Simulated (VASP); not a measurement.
# TaN (P-6m2) in VASP: a series of runs, part 2 of 2

VASP 6.6.1. The steps go on from the part before.

## 4. Density of states, LDA

This run uses another cell than the first one, of 10.78 Å³/atom, 0.943 times its volume.

Input file POSCAR:

```
TaN
1.0
    2.9379988584      0.0000000000      0.0000000000
   -1.4689994292      2.5443816477      0.0000000000
    0.0000000000      0.0000000000      2.8830000000
Ta N
1 1
Direct
    0.3333333333      0.6666666667      0.5000000000
    0.0000000000      0.0000000000      0.0000000000
```

Input file INCAR.step1:

```
SYSTEM = TaN
PREC     = Accurate       ! precision mode
ENCUT    = 520            ! plane-wave cutoff, eV
EDIFF    = 1E-6           ! SCF threshold, eV
ISMEAR   = -1             ! smearing method
SIGMA    = 0.02           ! smearing width, eV
LREAL    = .FALSE.        ! projectors in reciprocal space
LASPH    = .TRUE.         ! aspherical terms in the spheres
NELM     = 80             ! most SCF steps
ALGO     = Normal         ! electronic algorithm
ISIF     = 2              ! what is computed and relaxed
LWAVE    = .FALSE.        ! write WAVECAR
LCHARG   = .TRUE.         ! write CHGCAR
LMAXMIX  = 4              ! l up to which the mixer works
NBANDS   = 15             ! bands
```

Input file KPOINTS.step1:

```
regular mesh
0
G
  12 12 10
  0 0 0
```

Input file INCAR.step2:

```
SYSTEM = TaN
PREC     = Accurate       ! precision mode
ENCUT    = 520            ! plane-wave cutoff, eV
EDIFF    = 1E-6           ! SCF threshold, eV
ISMEAR   = -5             ! smearing method
SIGMA    = 0.02           ! smearing width, eV
LREAL    = .FALSE.        ! projectors in reciprocal space
LASPH    = .TRUE.         ! aspherical terms in the spheres
NELM     = 80             ! most SCF steps
ALGO     = Normal         ! electronic algorithm
ISIF     = 2              ! what is computed and relaxed
LWAVE    = .FALSE.        ! write WAVECAR
LCHARG   = .FALSE.        ! write CHGCAR
LMAXMIX  = 4              ! l up to which the mixer works
LORBIT   = 11             ! projections on sites
NEDOS    = 1001           ! points of the DOS
ICHARG   = 11             ! starting density
```

Input file KPOINTS.step2:

```
regular mesh
0
G
  18 18 15
  0 0 0
```

Launch:

```bash
cat potpaw_LDA.64/Ta_pv/POTCAR potpaw_LDA.64/N/POTCAR > POTCAR
cp INCAR.step1 INCAR
cp KPOINTS.step1 KPOINTS
mpirun -np 1 vasp_std > vasp.out
cp INCAR.step2 INCAR
cp KPOINTS.step2 KPOINTS
mpirun -np 1 vasp_std > vasp.out
```

Run time: 58 s. Hardware: 1 thread of Intel Xeon Platinum 8488C (Sapphire Rapids), shared host; peak memory 0.21 GiB.

The run converged. Its results:

```yaml
Valence_electrons_inside_the_program's_atomic_spheres: Ta 9.02; N 3.69
```

Levels at points of the mesh, in eV from the Fermi level:
```tsv
k point	band 5	band 6	band 7	band 8	band 9	band 10	band 11	band 12
(0.00, 0.00, 0.00)	-4.51	-4.51	-4.16	-2.84	2.40	3.62	3.62	3.97
(0.50, 0.00, 0.00)	-8.20	-5.15	-3.44	-3.09	2.98	4.07	5.22	5.31
```

Caveat: spin-orbit coupling is left out, which moves the levels of the heavy elements; tetrahedron occupations give inexact forces and stress in metals.

## 5. Electric field gradients, LDA (volume scaled by 0.94)

Input file INCAR:

```
SYSTEM = TaN
PREC = Accurate ; ENCUT = 520
EDIFF = 1E-8 ; ISMEAR = -1
SIGMA = 0.02 ; LREAL = .False.
LASPH = .True. ; NELM = 60
ALGO = Normal ; ISIF = 2
LWAVE = .False. ; LCHARG = .False.
GGA = CA ; LEFG = .True.
NBANDS = 15
```

Input file KPOINTS:

```
regular mesh
0
Gamma
  12 12 10
  0 0 0
```

Input file POSCAR:

```
TaN
1.0
    2.8780228691      0.0000000000      0.0000000000
   -1.4390114346      2.4924409174      0.0000000000
    0.0000000000      0.0000000000      2.8241467514
Ta N
1 1
Direct
    0.3333333333      0.6666666667      0.5000000000
    0.0000000000      0.0000000000      0.0000000000
```

Potentials or basis: VASP PAW LDA potentials, release 64 (Ta_pv, N).

Launch:

```bash
cat potpaw_LDA.64/Ta_pv/POTCAR potpaw_LDA.64/N/POTCAR > POTCAR
mpirun -np 1 vasp_std > vasp.out
```

OUTCAR:

```text
SYSTEM = TaN
   PREC = Accurate
   ENCUT = 520
   EDIFF = 1E-8
   ISMEAR = -1
   LREAL = .False.
   LASPH = .True.
   NELM = 60
   ISIF = 2
   GGA = CA

 ion  position               nearest neighbor table
   1  0.333  0.667  0.500-   2 2.18   2 2.18   2 2.18   2 2.18   2 2.18   2 2.18
   2  0.000  0.000  0.000-   1 2.18   1 2.18   1 2.18   1 2.18   1 2.18   1 2.18

  LATTYP: Found a hexagonal cell.
 ALAT       =     2.8780228691
 C/A-ratio  =     0.9812801634

  Lattice vectors:

 A1 = (   2.8780228691,   0.0000000000,   0.0000000000)
 A2 = (  -1.4390114346,   2.4924409174,   0.0000000000)
 A3 = (   0.0000000000,   0.0000000000,   2.8241467514)

Analysis of symmetry for initial positions (statically):
=====================================================================
 Subroutine PRICEL returns:
 Original cell was already a primitive cell.

 Routine SETGRP: Setting up the symmetry group for a
 hexagonal supercell.
[... 621 lines left out ...]
  volume of cell :       20.26
      direct lattice vectors                 reciprocal lattice vectors
     2.878022869  0.000000000  0.000000000     0.347460755  0.200606561  0.000000000
    -1.439011435  2.492440917  0.000000000     0.000000000  0.401213121  0.000000000
     0.000000000  0.000000000  2.824146751     0.000000000  0.000000000  0.354089248

 POSITION                                       TOTAL-FORCE (eV/Angst)
 -----------------------------------------------------------------------------------
     -0.00000      1.66163      1.41207        -0.000000      0.000000      0.000000
      0.00000      0.00000      0.00000         0.000000      0.000000      0.000000
 -----------------------------------------------------------------------------------
    total drift:                                0.000000     -0.000000     -0.000000

  FREE ENERGIE OF THE ION-ELECTRON SYSTEM (eV)
  ---------------------------------------------------
  free  energy   TOTEN  =       -24.6872057640 eV

  energy  without entropy=      -24.6871069270  energy(sigma->0) =      -24.68715635

 Electric field gradients (V/A^2)
---------------------------------------------------------------------
 ion       V_xx      V_yy      V_zz      V_xy      V_xz      V_yz
---------------------------------------------------------------------
   1      -4.324    -4.324     8.649     0.000     0.000    -0.000
   2       0.488     0.487    -0.976    -0.001    -0.000    -0.000
---------------------------------------------------------------------

 Electric field gradients after diagonalization (V/A^2)
 (convention: |V_zz| > |V_xx| > |V_yy|)
----------------------------------------------------------------------
 ion       V_xx      V_yy      V_zz     asymmetry (V_yy - V_xx)/ V_zz
----------------------------------------------------------------------
   1      -4.325    -4.324     8.649       0.000
   2       0.489     0.487    -0.976       0.002
----------------------------------------------------------------------

           NMR quadrupolar parameters

 Cq : quadrupolar parameter    Cq=e*Q*V_zz/h
 eta: asymmetry parameters     (V_yy - V_xx)/ V_zz
 Q  : nuclear electric quadrupole moment in mb (millibarn)
----------------------------------------------------------------------
 ion       Cq(MHz)       eta       Q (mb)
----------------------------------------------------------------------
   1       0.021       0.000       1.000
   2      -0.002       0.002       1.000
----------------------------------------------------------------------
```

stdout:

```text
POSCAR found type information on POSCAR TaN
 POSCAR found :  2 types and       2 ions
 scaLAPACK will be used
 LDA part: xc-table for (Slater(with rela. corr.)+CA(PZ))
 , standard interpolation
 POSCAR, INCAR and KPOINTS ok, starting setup
 FFT: planning ... GRIDC
 FFT: planning ... GRID_SOFT
 FFT: planning ... GRID
 WAVECAR not read
 entering main loop
ion   1

ion   2
```

Run time: 25 s. Hardware: 1 thread of Intel Xeon 6975P-C, shared host; peak memory 0.15 GiB.

What came out:

| Item | Value |
| --- | --- |
| Free energy | -24.6872 eV |
| Pressure | 14.2 GPa |
| Band gap on the k mesh | zero (band 8 reaches 9.18 eV, above the bottom of band 9 at 8.65 eV) |

Stress tensor (GPa, compression positive):
```
13.74  0.00  0.00
 0.00 13.74  0.00
 0.00  0.00 15.26
```

Electric field gradients, principal values (V/Å²):
```csv
atom,least,middle,greatest (by size)
1 Ta,-4.324,-4.325,8.649
2 N,0.487,0.489,-0.976
```

Caveat: the cell differs from its parent crystal (volume scaled by 0.94); without QUAD_EFG the Cq values of the log hold for a quadrupole moment of 1 mb, not for the nuclei; spin-orbit coupling is left out, which moves the levels of the heavy elements.

## 6. Electric field gradients, LDA (volume scaled by 0.94)

Input file INCAR:

```
SYSTEM = TaN
PREC = Accurate
ENCUT = 520
EDIFF = 1E-8
ISMEAR = -1
SIGMA = 0.02
LREAL = .FALSE.
LASPH = .TRUE.
NELM = 60
ALGO = Normal
ISIF = 2
LWAVE = .FALSE.
LCHARG = .FALSE.
LEFG = .TRUE.
NBANDS = 15
```

Input file KPOINTS:

```
Automatic mesh
0
G
  12 12 10
  0 0 0
```

POSCAR is that of step 5.

Potentials or basis: VASP PAW LDA potentials, release 64 (Ta_pv, N).

Launch:

```bash
cat potpaw_LDA.64/Ta_pv/POTCAR potpaw_LDA.64/N/POTCAR > POTCAR
mpirun -np 1 vasp_std > vasp.out
```

OUTCAR:

```text
SYSTEM = TaN
   PREC = Accurate
   ENCUT = 520
   EDIFF = 1E-8
   ISMEAR = -1
   LREAL = .FALSE.
   LASPH = .TRUE.
   NELM = 60
   ISIF = 2

 ion  position               nearest neighbor table
   1  0.333  0.667  0.500-   2 2.18   2 2.18   2 2.18   2 2.18   2 2.18   2 2.18
   2  0.000  0.000  0.000-   1 2.18   1 2.18   1 2.18   1 2.18   1 2.18   1 2.18

  LATTYP: Found a hexagonal cell.
 ALAT       =     2.8780228691
 C/A-ratio  =     0.9812801634

  Lattice vectors:

 A1 = (   2.8780228691,   0.0000000000,   0.0000000000)
 A2 = (  -1.4390114346,   2.4924409174,   0.0000000000)
 A3 = (   0.0000000000,   0.0000000000,   2.8241467514)

Analysis of symmetry for initial positions (statically):
=====================================================================
 Subroutine PRICEL returns:
 Original cell was already a primitive cell.

 Routine SETGRP: Setting up the symmetry group for a
 hexagonal supercell.

 Subroutine GETGRP returns: Found 12 space group operations
 (whereof 12 operations were pure point group operations)
[... 620 lines left out ...]
     2.878022869  0.000000000  0.000000000     0.347460755  0.200606561  0.000000000
    -1.439011435  2.492440917  0.000000000     0.000000000  0.401213121  0.000000000
     0.000000000  0.000000000  2.824146751     0.000000000  0.000000000  0.354089248

 POSITION                                       TOTAL-FORCE (eV/Angst)
 -----------------------------------------------------------------------------------
     -0.00000      1.66163      1.41207        -0.000000      0.000000      0.000000
      0.00000      0.00000      0.00000         0.000000      0.000000      0.000000
 -----------------------------------------------------------------------------------
    total drift:                                0.000000     -0.000000     -0.000000

  FREE ENERGIE OF THE ION-ELECTRON SYSTEM (eV)
  ---------------------------------------------------
  free  energy   TOTEN  =       -24.6872057640 eV

  energy  without entropy=      -24.6871069270  energy(sigma->0) =      -24.68715635

 Electric field gradients (V/A^2)
---------------------------------------------------------------------
 ion       V_xx      V_yy      V_zz      V_xy      V_xz      V_yz
---------------------------------------------------------------------
   1      -4.324    -4.324     8.649     0.000     0.000    -0.000
   2       0.488     0.487    -0.976    -0.001    -0.000    -0.000
---------------------------------------------------------------------

 Electric field gradients after diagonalization (V/A^2)
 (convention: |V_zz| > |V_xx| > |V_yy|)
----------------------------------------------------------------------
 ion       V_xx      V_yy      V_zz     asymmetry (V_yy - V_xx)/ V_zz
----------------------------------------------------------------------
   1      -4.325    -4.324     8.649       0.000
   2       0.489     0.487    -0.976       0.002
----------------------------------------------------------------------

           NMR quadrupolar parameters

 Cq : quadrupolar parameter    Cq=e*Q*V_zz/h
 eta: asymmetry parameters     (V_yy - V_xx)/ V_zz
 Q  : nuclear electric quadrupole moment in mb (millibarn)
----------------------------------------------------------------------
 ion       Cq(MHz)       eta       Q (mb)
----------------------------------------------------------------------
   1       0.021       0.000       1.000
   2      -0.002       0.002       1.000
----------------------------------------------------------------------
```

Wall time 23 s (1 thread of Intel Xeon 6975P-C, shared host); peak memory 0.16 GiB.

What came out:

- Free energy: -24.6872 eV
- Pressure: 14.2 GPa
- Band gap on the k mesh: zero (band 8 reaches 9.18 eV, above the bottom of band 9 at 8.65 eV)

Electric field gradients, principal values (V/Å²):
```csv
atom,least,middle,greatest (by size)
1 Ta,-4.324,-4.325,8.649
2 N,0.487,0.489,-0.976
```

Caveat: the cell differs from its parent crystal (volume scaled by 0.94); without QUAD_EFG the Cq values of the log hold for a quadrupole moment of 1 mb, not for the nuclei; spin-orbit coupling is left out, which moves the levels of the heavy elements.

## 7. Summary

```tsv
task	cell	k mesh for the DOS	occupations for the DOS	gap on the mesh (eV)	pressure (GPa)
electric field gradients	a = 2.996, b = 2.996, c = 2.940 Å, angles 90.0, 90.0, 120.0°, 2 atoms	-	-	none	-27.1
density of states	a = 2.938, b = 2.938, c = 2.883 Å, angles 90.0, 90.0, 120.0°, 2 atoms	18 × 18 × 15	tetrahedron	-	-
electric field gradients	a = 2.878, b = 2.878, c = 2.824 Å, angles 90.0, 90.0, 120.0°, 2 atoms	-	-	none	14.2
```

Alike in all rows: level LDA; potentials or basis VASP PAW LDA potentials, release 64 (Ta_pv, N); no spin polarisation; k mesh 12 × 12 × 10; cutoff (eV) 520; smearing fermi-dirac 0.02 eV.

Caveats: spin-orbit coupling is left out, which moves the levels of the heavy elements; tetrahedron occupations give inexact forces and stress in metals (some runs).

Total energies depend on the potentials used, so only differences within one code and one set of settings carry meaning.
